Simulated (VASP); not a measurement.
Wanted: the native input for a VASP 6.6.1 run.

* Task: single point
* Functional: LDA
* Potentials or basis: VASP PAW LDA potentials, release 64 (Sb)
* Cutoff: 500 eV
* k mesh: 12 × 12 × 12
* Occupations: fermi-dirac, width 0.05 eV
* Spin: no spin polarisation
* Dipole correction: no
* Further INCAR settings: ALGO = Normal; EDIFF = 1e-06; NBANDS = 8

The structure of Sb lies in POSCAR:

```
Sb
1.0
    0.0000000000      2.2738475325      2.2738475325
    2.2738475325      0.0000000000      2.2738475325
    2.2738475325      2.2738475325      0.0000000000
Sb
1
Direct
    0.0000000000      0.0000000000      0.0000000000
```

This isn't the form of Sb at room conditions, which is rhombohedral.

One way to write it, as run:

INCAR

```
  ALGO = Normal
  EDIFF = 1E-6
  ENCUT = 500
  GGA = CA
  GGA_COMPAT = False
  ISIF = 2
  ISMEAR = -1
  LASPH = True
  LCHARG = False
  LREAL = False
  LWAVE = False
  NBANDS = 8
  NELM = 120
  PREC = Accurate
  SIGMA = 0.05
```

KPOINTS

```
k-points
0
Gamma
  12 12 12
```

Potentials or basis: VASP PAW LDA potentials, release 64 (Sb).

Command:

```sh
$ cat potpaw_LDA.64/Sb/POTCAR > POTCAR
$ mpirun -np 1 vasp_std > vasp.out
```

It gave:

```json
{"Pressure": "7.9 GPa", "Band gap on the k mesh": "zero (an odd number of electrons rules out a gap without spin polarisation)"}
```

Caveat: the cell stands under pressure; spin-orbit coupling is left out, which moves the levels of the heavy elements.

Run time: 7.9 s on 1 thread of AMD EPYC 7R43 64-Core Processor (Zen 3), on a shared host, peak memory 0.1 GiB.
